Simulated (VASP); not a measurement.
A run of VASP 6.6.1 is set up as follows.

INCAR

```
SYSTEM = AlFe
  ALGO = Normal
  EDIFF = 1E-6
  ENCUT = 520
  GGA = PE
  ISIF = 2
  ISMEAR = 0
  ISPIN = 2
  LASPH = .True.
  LCHARG = .False.
  LMAXMIX = 4
  LORBIT = 11
  LREAL = .False.
  LWAVE = .False.
  MAGMOM = 0 0 2.31 2.31
  NBANDS = 23
  NELM = 150
  PREC = Accurate
  SIGMA = 0.1
```

The input KPOINTS:

```
k-points
0
Gamma
  8 8 4
  0 0 0
```

The input POSCAR:

```
AlFe
1.0
    1.2991616824     -4.0807082252      0.0000000000
    1.2991616824      4.0807082252      0.0000000000
    0.0000000000      0.0000000000      5.1032680434
Al Fe
2 2
Direct
    0.5000000000      0.5000000000      0.7500000000
    0.5000000000      0.5000000000      0.2500000000
    0.0000000000      0.5000000000      0.5000000000
    0.5000000000      0.0000000000      0.0000000000
```

Potentials or basis: VASP PAW PBE potentials, release 64 (Al, Fe).

Launch:

```sh
$ cat potpaw_PBE.64/Al/POTCAR potpaw_PBE.64/Fe/POTCAR > POTCAR
$ mpirun -np 1 vasp_std > vasp.out
```

Q: What does it give for the pressure?

A: 0.0 GPa.

Q: What does it give for the net moment?

A: 4.06 μB per cell.

Q: What does it give for the site moments?

A: Al -0.03; Fe +2.12 μB.

Stress tensor (GPa, compression positive):
```
-0.17  0.00  0.00
 0.00 -0.59  0.00
 0.00  0.00  0.68
```
